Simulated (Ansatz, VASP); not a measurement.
## One calculation of Re, two programs

INCAR

```
PREC = Accurate
ENCUT = 520
EDIFF = 1E-6
ISMEAR = -1
SIGMA = 0.1
LREAL = F
LASPH = T
NELM = 80
ALGO = Normal
ISIF = 2
LWAVE = F
LCHARG = F
GGA = RP
NBANDS = 14
```

The input KPOINTS:

```
Automatic mesh
0
Gamma
  11 11 11
```

POSCAR

```
Re
1.0
    0.0000000000      2.7204414727      2.7204414727
    2.7204414727      0.0000000000      2.7204414727
    2.7204414727      2.7204414727      0.0000000000
Re
2
Direct
    0.1250000000      0.1250000000      0.1250000000
    0.8750000000      0.8750000000      0.8750000000
```

Input for Ansatz:

```yaml
crystal:
  lattice:
    - [0.0, 2.7204414727, 2.7204414727]
    - [2.7204414727, 0.0, 2.7204414727]
    - [2.7204414727, 2.7204414727, 0.0]
  atoms:
    - { symbol: Re, position: [0.125, 0.125, 0.125] }
    - { symbol: Re, position: [0.875, 0.875, 0.875] }
hamiltonian:
  xc: rpbe
  pseudopotentials:
    kind: paw
    azcp:
      Re: "pseudopotentials/Re.paw.azcp"
basis:
  ecutwfc: 420
  fft_grid_basis: typed
kpoints:
  mp_grid: { grid: [11, 11, 11], shift: [0, 0, 0] }
magnetization:
  spin_polarized: false
scf:
  occupations: { method: fermi_dirac, width: 0.1 }
  lower_state_search: "off"
output:
  stress: true
  write_density: true
  write_potential: true
  elf: true
  volumetric_format: npy
```

Alike in both runs: task single point; functional RPBE; k mesh 11 × 11 × 11; occupations fermi-dirac, width 0.1 eV; no spin polarisation.

```csv
,VASP,Ansatz
version,VASP 6.6.1,Ansatz 0.2.0
potentials or method,"VASP PAW PBE potentials, release 64 (Re), cutoff 520 eV","plane waves (420 eV) with PAW, scalar-relativistic"
valence electrons in the cell,14,30
```

Ansatz gave:

- pressure (GPa): 28.5

Problem. What did VASP give for the same quantities?

Solution. Pressure (GPa): 25.6.

VASP's potentials were made for PBE, not for RPBE. VASP's potentials hold 14 valence electrons a cell and Ansatz's 30, so a difference there can come from the potentials and not from the codes.

Spin-orbit coupling is off throughout.
